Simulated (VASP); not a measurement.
# ZnF2 (P4_2/mnm) in VASP: further runs

ZnF2 is run at these levels: PBE, PBE+U; tasks: single point.

Program: VASP 6.6.1. These are calculated values, not measurements. Logs are shortened: lines on timing, memory, paths and dates and some standing lists are left out, and cuts for length are marked.

### 1 The cell of the first run

It takes space group P4_2/mnm (No. 136, tetragonal). Conventional cell: a = 4.705 Å, b = 4.705 Å, c = 3.134 Å, α = 90.00°, β = 90.00°, γ = 90.00°. Within 2.7 Å of Zn (site symmetry mmm) lie 6 F at 2.01 to 2.05 Å. Within 2.7 Å of F (site symmetry m2m) lie 3 Zn at 2.01 to 2.05 Å and 1 F at 2.63 Å.

### 2 Single point, PBE

Input file INCAR:

```
SYSTEM = ZnF2
PREC     = Accurate       ! precision mode
ENCUT    = 600            ! plane-wave cutoff, eV
EDIFF    = 1E-6           ! SCF threshold, eV
ISMEAR   = 0              ! smearing method
SIGMA    = 0.01           ! smearing width, eV
LREAL    = .FALSE.        ! projectors in reciprocal space
LASPH    = .TRUE.         ! aspherical terms in the spheres
NELM     = 120            ! most SCF steps
ALGO     = Normal         ! electronic algorithm
ISIF     = 2              ! what is computed and relaxed
LWAVE    = .FALSE.        ! write WAVECAR
LCHARG   = .FALSE.        ! write CHGCAR
GGA      = PE             ! functional
NBANDS   = 35             ! bands
GGA_COMPAT= .FALSE.
```

Input file KPOINTS:

```
regular mesh
0
G
  6 6 8
  0 0 0
```

Input file POSCAR:

```
ZnF2
1.0
    4.7048000000      0.0000000000      0.0000000000
    0.0000000000      4.7048000000      0.0000000000
    0.0000000000      0.0000000000      3.1338000000
Zn F
2 4
Direct
    0.0000000000      0.0000000000      0.0000000000
    0.5000000000      0.5000000000      0.5000000000
    0.3024000000      0.3024000000      0.0000000000
    0.1976000000      0.8024000000      0.5000000000
    0.6976000000      0.6976000000      0.0000000000
    0.8024000000      0.1976000000      0.5000000000
```

Potentials or basis: VASP PAW PBE potentials, release 64 (Zn, F).

Run with:

```bash
$ cat potpaw_PBE.64/Zn/POTCAR potpaw_PBE.64/F/POTCAR > POTCAR
$ mpirun -np 1 vasp_std > vasp.out
```

OUTCAR:

```text
SYSTEM = ZnF2
   PREC = Accurate
   ENCUT = 600
   EDIFF = 1E-6
   ISMEAR = 0
   LREAL = .FALSE.
   LASPH = .TRUE.
   NELM = 120
   ISIF = 2
   GGA = PE

 ion  position               nearest neighbor table
   1  0.000  0.000  0.000-   3 2.01   5 2.01   4 2.05   6 2.05   4 2.05   6 2.05
   2  0.500  0.500  0.500-   4 2.01   6 2.01   5 2.05   3 2.05   3 2.05   5 2.05
   3  0.302  0.302  0.000-   1 2.01   2 2.05   2 2.05
   4  0.198  0.802  0.500-   2 2.01   1 2.05   1 2.05
   5  0.698  0.698  0.000-   1 2.01   2 2.05   2 2.05
   6  0.802  0.198  0.500-   2 2.01   1 2.05   1 2.05

  LATTYP: Found a simple tetragonal cell.
 ALAT       =     4.7048000000
 C/A-ratio  =     0.6660856997

  Lattice vectors:

 A1 = (   4.7048000000,   0.0000000000,   0.0000000000)
 A2 = (   0.0000000000,   4.7048000000,   0.0000000000)
 A3 = (   0.0000000000,   0.0000000000,   3.1338000000)

Analysis of symmetry for initial positions (statically):
=====================================================================
 Subroutine PRICEL returns:
 Original cell was already a primitive cell.

 Routine SETGRP: Setting up the symmetry group for a
 simple tetragonal supercell.

 Subroutine GETGRP returns: Found 16 space group operations
 (whereof  8 operations were pure point group operations)
 out of a pool of 16 trial point group operations.

The static configuration has the point symmetry D_2h.
 The point group associated with its full space group is D_4h.

Analysis of symmetry for dynamics (positions and initial velocities):
=====================================================================
 Subroutine PRICEL returns:
 Original cell was already a primitive cell.

 Routine SETGRP: Setting up the symmetry group for a
 simple tetragonal supercell.

 Subroutine GETGRP returns: Found 16 space group operations
 (whereof  8 operations were pure point group operations)
 out of a pool of 16 trial point group operations.

The dynamic configuration has the point symmetry D_2h.
 The point group associated with its full space group is D_4h.

 Subroutine INISYM returns: Found 16 space group operations
 (whereof  8 operations are pure point group operations),
 and found     1 'primitive' translations

----------------------------------------------------------------------------------------

                                     Primitive cell

  volume of cell :      69.3671

  direct lattice vectors                    reciprocal lattice vectors
     4.704800000  0.000000000  0.000000000     0.212548886  0.000000000  0.000000000
     0.000000000  4.704800000  0.000000000     0.000000000  0.212548886  0.000000000
     0.000000000  0.000000000  3.133800000     0.000000000  0.000000000  0.319101410

  length of vectors
     4.704800000  4.704800000  3.133800000     0.212548886  0.212548886  0.319101410

  position of ions in fractional coordinates (direct lattice)
     0.000000000  0.000000000  0.000000000
     0.500000000  0.500000000  0.500000000
     0.302400000  0.302400000  0.000000000
     0.197600000  0.802400000  0.500000000
     0.697600000  0.697600000  0.000000000
     0.802400000  0.197600000  0.500000000

  ion indices of the primitive-cell ions
   primitive index   ion index
                 1           1
                 2           2
                 3           3
                 4           4
                 5           5
                 6           6

----------------------------------------------------------------------------------------

 KPOINTS: regular mesh

Automatic generation of k-mesh.
 Grid dimensions read from file:
 generate k-points for:    6    6    8

 Generating k-lattice:

  Cartesian coordinates                     Fractional coordinates (reciprocal lattice)
     0.035424814  0.000000000  0.000000000     0.166666667  0.000000000  0.000000000
     0.000000000  0.035424814  0.000000000     0.000000000  0.166666667  0.000000000
     0.000000000  0.000000000  0.039887676     0.000000000  0.000000000  0.125000000

  Length of vectors
     0.035424814  0.035424814  0.039887676

  Shift w.r.t. Gamma in fractional coordinates (k-lattice)
     0.000000000  0.000000000  0.000000000

 Subroutine IBZKPT returns following result:
 ===========================================

 Found     50 irreducible k-points:

 Following reciprocal coordinates:
            Coordinates               Weight
  0.000000  0.000000  0.000000      1.000000
  0.166667  0.000000  0.000000      4.000000
  0.333333  0.000000  0.000000      4.000000
  0.500000  0.000000  0.000000      2.000000
  0.166667  0.166667  0.000000      4.000000
  0.333333  0.166667  0.000000      8.000000
[... 16 lines left out ...]
  0.333333  0.000000  0.250000      8.000000
  0.500000  0.000000  0.250000      4.000000
 [... further k-points ...]
   k-points           NKPTS =     50   k-points in BZ     NKDIM =     50   number of bands    NBANDS=     35
   number of dos      NEDOS =    301   number of ions     NIONS =      6
   total plane-waves  NPLWV =  44800
   dimension x,y,z NGX =    40 NGY =   40 NGZ =   28
   dimension x,y,z NGXF=    80 NGYF=   80 NGZF=   56
   ions per type =               2   4
   NGX,Y,Z   is equivalent  to a cutoff of  14.13, 14.13, 14.85 a.u.
   NGXF,Y,Z  is equivalent  to a cutoff of  28.27, 28.27, 29.71 a.u.
 SYSTEM =  ZnF2
   PREC   = accura    normal or accurate (medium, high low for compatibility)
   ISTART =      0    job   : 0-new  1-cont  2-samecut
   ICHARG =      2    charge: 1-file 2-atom 10-const
   ISPIN  =      1    spin polarized calculation?
   LNONCOLLINEAR =      F non collinear calculations
   LSORBIT =      F    spin-orbit coupling
   LASPH  =      T    aspherical Exc in radial PAW
   ENCUT  =  600.0 eV  44.10 Ry    6.64 a.u.   9.40  9.40  6.26*2*pi/ulx,y,z
   NELM   =    120;   NELMIN=  2; NELMDL= -5     # of ELM steps
   EDIFF  = 0.1E-05   stopping-criterion for ELM
   LREAL  =      F    real-space projection
   EDIFFG = 0.1E-04   stopping-criterion for IOM
   NSW    =      0    number of steps for IOM
   IBRION =     -1    ionic relax: 0-MD 1-quasi-New 2-CG
   NFREE  =      0    steps in history (QN), initial steepest desc. (CG)
   ISIF   =      2    stress and relaxation
   ISYM   =      2    0-nonsym 1-usesym 2-fastsym
   POTIM  = 0.5000    time-step for ionic-motion
   TEBEG  =    0.0;   TEEND  =   0.0 temperature during run
   PSTRESS=    0.0 pullay stress
   NELECT =      52.0000    total number of electrons
   NUPDOWN=      -1.0000    fix difference up-down
   EMIN   =  10.00;   EMAX   =-10.00  energy-range for DOS
   EFERMI =   0.00;   METHOD = LEGACY
   ISMEAR =     0;   SIGMA  =   0.01  broadening in eV -4-tet -1-fermi 0-gaus
   EFERMI_NEDOS =   21; number of points for ismear=-14 and -15
   IALGO  =     38    algorithm
   IMIX   =      4    mixing-type and parameters
     AMIX     =   0.40;   BMIX     =  1.00
     AMIX_MAG =   1.60;   BMIX_MAG =  1.00
  volume/ion in A,a.u.               =      11.56        78.02
  Fermi-wavevector in a.u.,A,eV,Ry     =   1.487161  2.810327 30.091308  2.211649
  Thomas-Fermi vector in A             =   2.600357
   LORBIT       =      0    0 simple, 1 ext, 2 COOP (PROOUT), +10 PAW based schemes
   GGA     = PE    functional components
   LHFCALC =     F    Hartree Fock is set to
   AEXX    =    0.0000 exact exchange contribution
   IVDW    =     0    specifies the selected vdW correction
   LEPSILON=     F    determine dielectric tensor
   LRPA    =     F    only Hartree local field effects (RPA)
 non-spin polarized calculation
 Gauss-broadening in eV      SIGMA  =   0.01
  energy-cutoff  :      600.00
  volume of cell :       69.37
 maximum number of plane-waves:      2340
 NGX is ok and might be reduce to    40
   NGX = 19   NGY = 19   NGZ = 13

 number of electron      52.0000018 magnetization

 Free energy of the ion-electron system (eV)
  ---------------------------------------------------
  ext. energy  EPLUGINS =         0.00000000
  ---------------------------------------------------
  free energy    TOTEN  =       -23.16580876 eV

  energy without entropy =      -23.16580876  energy(sigma->0) =      -23.16580876

 E-fermi :  -1.0385     XC(G=0): -10.2771

 val. band max:       -1.1055604825   @ k =   0.0000   0.0000   0.0000
 cond. band min:       2.3708848995   @ k =   0.0000   0.0000   0.0000
 fundamental gap:      3.4764453820
 Fermi energy:        -1.0385373656

 k-point     1 :       0.0000    0.0000    0.0000
  band No.  band energies     occupation
      1     -23.0151      2.00000
      2     -22.2457      2.00000
      3     -22.2457      2.00000
      4     -22.2009      2.00000
      5      -7.3791      2.00000
      6      -6.4858      2.00000
[... 27 lines left out ...]
     34      13.9492      0.00000
     35      13.9492      0.00000

 k-point     2 :       0.1667    0.0000    0.0000
  band No.  band energies     occupation
      1     -22.9725      2.00000
      2     -22.3363      2.00000
      3     -22.2366      2.00000
      4     -22.1680      2.00000
      5      -7.2434      2.00000
      6      -6.4410      2.00000
[... 27 lines left out ...]
     34      14.4213      0.00000
     35      14.4943      0.00000

 k-point     3 :       0.3333    0.0000    0.0000
  band No.  band energies     occupation
      1     -22.8533      2.00000
      2     -22.4967      2.00000
      3     -22.2127      2.00000
      4     -22.1627      2.00000
      5      -6.8796      2.00000
      6      -6.3515      2.00000
[... 27 lines left out ...]
     34      14.8741      0.00000
     35      15.1306      0.00000
[... 723 lines left out ...]
 k-point    23 :       0.3333    0.0000    0.2500
  band No.  band energies     occupation
      1     -22.6954      2.00000
      2     -22.4211      2.00000
      3     -22.2089      2.00000
      4     -22.1907      2.00000
      5      -6.5368      2.00000
      6      -6.0800      2.00000
[... 27 lines left out ...]
     34      13.3917      0.00000
     35      14.0693      0.00000

 k-point    24 :       0.5000    0.0000    0.2500
  band No.  band energies     occupation
      1     -22.5619      2.00000
      2     -22.5619      2.00000
      3     -22.1976      2.00000
      4     -22.1976      2.00000
      5      -6.1668      2.00000
      6      -6.1668      2.00000
[... 27 lines left out ...]
     34      13.0544      0.00000
     35      15.1630      0.00000

 [... further k-points ...]

------------------------ aborting loop because EDIFF is reached ----------------------------------------

  FORCE on cell =-STRESS in cart. coord.  units (eV):
  Direction    XX          YY          ZZ          XY          YZ          ZX
  --------------------------------------------------------------------------------------
  -------------------------------------------------------------------------------------
  Total        2.7166640      2.7166640      3.0561933     -0.0000000      0.0000000      0.0000000
  in kB       62.7469899     62.7469899     70.5891232     -0.0000000      0.0000000      0.0000000
  external PRESSURE =      65.3610343 kB  Pullay stress =       0.0000000 kB

 VOLUME and BASIS-vectors are now :
 -----------------------------------------------------------------------------
  energy-cutoff  :      600.00
  volume of cell :       69.37
      direct lattice vectors                 reciprocal lattice vectors
     4.704800000  0.000000000  0.000000000     0.212548886  0.000000000  0.000000000
     0.000000000  4.704800000  0.000000000     0.000000000  0.212548886  0.000000000
     0.000000000  0.000000000  3.133800000     0.000000000  0.000000000  0.319101410

 POSITION                                       TOTAL-FORCE (eV/Angst)
 -----------------------------------------------------------------------------------
      0.00000      0.00000      0.00000         0.000000      0.000000      0.000000
      2.35240      2.35240      1.56690         0.000000      0.000000      0.000000
      1.42273      1.42273      0.00000         0.008696      0.008696     -0.000000
      0.92967      3.77513      1.56690        -0.008696      0.008696      0.000000
      3.28207      3.28207      0.00000        -0.008696     -0.008696      0.000000
      3.77513      0.92967      1.56690         0.008696     -0.008696      0.000000
 -----------------------------------------------------------------------------------
    total drift:                               -0.000000      0.000000     -0.000000

  FREE ENERGIE OF THE ION-ELECTRON SYSTEM (eV)
  ---------------------------------------------------
  free  energy   TOTEN  =       -23.1658087619 eV

  energy  without entropy=      -23.1658087619  energy(sigma->0) =      -23.16580876
```

Run time: 4.3 min. Hardware: 1 thread of Oxide Virtual Turin-like, shared host; peak memory 0.23 GiB.

What came out:

```
Free energy            : -23.1658 eV
Pressure               : 6.5 GPa
Largest force          : 0.012 eV/Å
Band gap on the k mesh : 3.48 eV
```

Forces on the atoms (eV/Å):
```
Zn   0.000  0.000  0.000
Zn   0.000  0.000  0.000
F    0.009  0.009  0.000
F   -0.009  0.009  0.000
F   -0.009 -0.009  0.000
F    0.009 -0.009  0.000
```

Levels at points of the mesh, in eV from the valence-band top:
```csv
k point,band 24,band 25,band 26,band 27,band 28,band 29
"(0.00, 0.00, 0.00)",-0.38,-0.38,0.00,3.48,9.35,9.64
"(0.50, 0.00, 0.00)",-0.66,-0.47,-0.47,6.09,6.09,10.57
"(0.50, 0.50, 0.00)",-1.28,-0.40,-0.40,7.03,7.03,9.19
"(0.00, 0.00, 0.50)",-1.30,-1.28,-1.28,8.24,8.24,11.89
"(0.50, 0.00, 0.50)",-1.35,-0.08,-0.08,8.76,8.76,10.34
"(0.50, 0.50, 0.50)",-1.28,-0.80,-0.80,8.06,8.06,11.52
```

Caveat: the cell stands under pressure. A k mesh can miss the band edges.

[end of part 1 of 2]
